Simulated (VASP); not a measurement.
## EuO: single point with PBE

The system is EuO.

```
Eu O
1.0
     0.00000    2.54705    2.54705
     2.54705    0.00000    2.54705
     2.54705    2.54705    0.00000
Eu O
1 1
Direct
  0.00000 0.00000 0.00000
  0.50000 0.50000 0.50000
```

* Program: VASP 6.6.1
* Task: single point
* Functional: PBE
* Potentials or basis: VASP PAW PBE potentials, release 64 (Eu, O)
* Cutoff: 600 eV
* k mesh: 12 × 12 × 12
* Occupations: gaussian, width 0.05 eV
* Spin: collinear spin, ferromagnetic start
* Starting moments: [7.24, 0.0] μB

```yaml
Pressure: -2.1 GPa
Band_gap_on_the_k_mesh: zero (filled and empty bands overlap)
Net_moment: 6.96 μB per cell
Site_moments: Eu +6.58; O -0.10 μB
Valence_electrons_inside_the_program's_atomic_spheres: Eu 14.82; O 4.96
```

Levels at points of the mesh, in eV from the Fermi level:
Spin up:
| k point | band 11 | band 12 | band 13 | band 14 | band 15 | band 16 | band 17 | band 18 | band 19 | band 20 |
| --- | --- | --- | --- | --- | --- | --- | --- | --- | --- | --- |
| (0.00, 0.00, 0.00) | -0.24 | -0.24 | -0.24 | 0.08 | 0.08 | 0.08 | 1.61 | 1.61 | 1.61 | 3.91 |
| (0.50, 0.00, 0.00) | -0.50 | -0.28 | -0.28 | -0.27 | -0.23 | 2.28 | 4.44 | 4.44 | 4.90 | 7.82 |
| (0.50, 0.50, 0.00) | -0.40 | -0.37 | -0.37 | -0.29 | -0.03 | -0.03 | 3.54 | 5.84 | 6.74 | 6.74 |
Spin down:
| k point | band 6 | band 7 | band 8 | band 9 | band 10 | band 11 |
| --- | --- | --- | --- | --- | --- | --- |
| (0.00, 0.00, 0.00) | -3.87 | -3.87 | -3.87 | 0.82 | 2.73 | 2.73 |
| (0.50, 0.00, 0.00) | -5.90 | -4.98 | -4.98 | 3.11 | 3.68 | 4.13 |
| (0.50, 0.50, 0.00) | -3.85 | -3.79 | -3.79 | -0.31 | 4.16 | 4.25 |

Wall time 4.6 min on 1 thread of Intel(R) Xeon(R) Platinum 8488C (Sapphire Rapids), on a shared host, peak memory 0.28 GiB.

Caveat: spin-orbit coupling is left out, which moves the levels of the heavy elements; a cell with one magnetic atom can't hold antiferromagnetic order, which such compounds often take; semilocal functionals describe open f shells poorly, which spoils levels, moments and volumes. The state reached can hang on the start; a lower one may exist.
